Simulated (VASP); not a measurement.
The system is SnO2.

```
Sn O
1.0
     4.73735    0.00000    0.00000
     0.00000    4.73735    0.00000
     0.00000    0.00000    3.18640
Sn O
2 4
Direct
  0.00000 0.00000 0.00000
  0.50000 0.50000 0.50000
  0.30562 0.30562 0.00000
  0.19438 0.80562 0.50000
  0.69438 0.69438 0.00000
  0.80562 0.19438 0.50000
```

| Quantity | Value |
| --- | --- |
| Program | VASP 6.6.1 |
| Task | relaxation of cell and atoms |
| Functional | PBE |
| Dispersion | D3(BJ) |
| Potentials or basis | VASP PAW PBE potentials, release 64 (Sn_d, O) |
| Cutoff | 600 eV |
| k mesh | 6 × 6 × 8 |
| Occupations | gaussian, width 0.02 eV |
| Spin | no spin polarisation |

At the start: pressure 8.2 GPa; volume 11.92 Å³/atom.

**Question.** Where does the relaxation end?

**Answer.** Over 8 steps the energy falls by 12.0 meV/atom and the volume is 12.40 Å³/atom (+4.0 %); space group P4_2/mnm (No. 136, to 0.1 Å) before and after.

The path:
| step | energy change (eV) | largest force (eV/Å) | pressure (GPa) | volume (Å³) |
| --- | --- | --- | --- | --- |
| 1 | 0.0000 | 0.0563 | 8.22 | 71.51 |
| 2 | 0.0349 | 0.2668 | -8.30 | 78.03 |
| 3 | -0.0705 | 0.1096 | -0.02 | 74.33 |
| 4 | -0.0705 | 0.1067 | 0.14 | 74.27 |
| 5 | -0.0717 | 0.0088 | 0.08 | 74.36 |
| 6 | -0.0717 | 0.0021 | 0.07 | 74.37 |
| 7 | -0.0717 | 0.0014 | -0.07 | 74.43 |
| 8 | -0.0718 | 0.0005 | 0.01 | 74.40 |

Final structure:
```
CELL_PARAMETERS angstrom
4.79640 0.00000 0.00000
0.00000 4.79640 0.00000
0.00000 0.00000 3.23399
ATOMIC_POSITIONS crystal
Sn 0.00000 0.00000 0.00000
Sn 0.50000 0.50000 0.50000
O 0.30618 0.30618 0.00000
O 0.19382 0.80618 0.50000
O 0.69382 0.69382 0.00000
O 0.80618 0.19382 0.50000
```
